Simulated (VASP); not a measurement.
A run of VASP 6.6.1 is set up as follows.

File INCAR:

```
SYSTEM = Be16C
PREC = Accurate
ENCUT = 520
EDIFF = 1E-6
ISMEAR = 0
SIGMA = 0.1
LREAL = Auto
LASPH = .TRUE.
NELM = 60
ALGO = Normal
ISIF = 2
LWAVE = .FALSE.
LCHARG = .FALSE.
GGA = PE
NBANDS = 32
```

File KPOINTS:

```
Automatic mesh
0
G
  4 4 3
  0 0 0
```

POSCAR

```
Be16C
1.0
   -2.2900000000     -3.9663960000      0.0000000000
    3.4350000000     -1.9831980000      0.0000000000
    0.0000000000      0.0000000000      7.1768600000
Be C
16 1
Direct
    0.7499046532      0.4873629275      0.0058134059
    0.4968320273      0.3339139280      0.2478921144
    0.7499543420      0.4718435061      0.4955356521
    0.4494581797      0.3609427166      0.7514141282
    0.4952194089     -0.0024915731     -0.0023069978
    0.2499166638      0.8410600175      0.2476151130
    0.4990879884      0.0068673926      0.5070650675
    0.2499106629      0.8224737753      0.7507205101
    0.2498752376      0.5193686446      0.0062551032
    0.0030185674      0.3339238776      0.2478713532
    0.2500001069      0.5348984701      0.4917484805
    0.0503452039      0.3611157255      0.7512685213
    0.0046168231     -0.0024309971     -0.0023469874
    0.7499227871      0.8333057300      0.2479652661
    0.0007264186      0.0068065498      0.5070745423
    0.7498522452      0.7598767516      0.7519731470
    0.7499251914      0.1704261101      0.6993118160
```

Potentials or basis: VASP PAW PBE potentials, release 64 (Be, C).

Launch:

```console
$ cat potpaw_PBE.64/Be/POTCAR potpaw_PBE.64/C/POTCAR > POTCAR
$ mpirun -np 1 vasp_std > vasp.out
```

(1) Predict the band gap on the k mesh.

(2) Estimate the largest force.

Results:

(1) zero (bands 18 and 19 overlap by 0.89 eV).

(2) 2.325 eV/Å.

Caveat: the k points lie up to 0.40 Å⁻¹ apart, too coarse for converged energies and pressures of a metal.
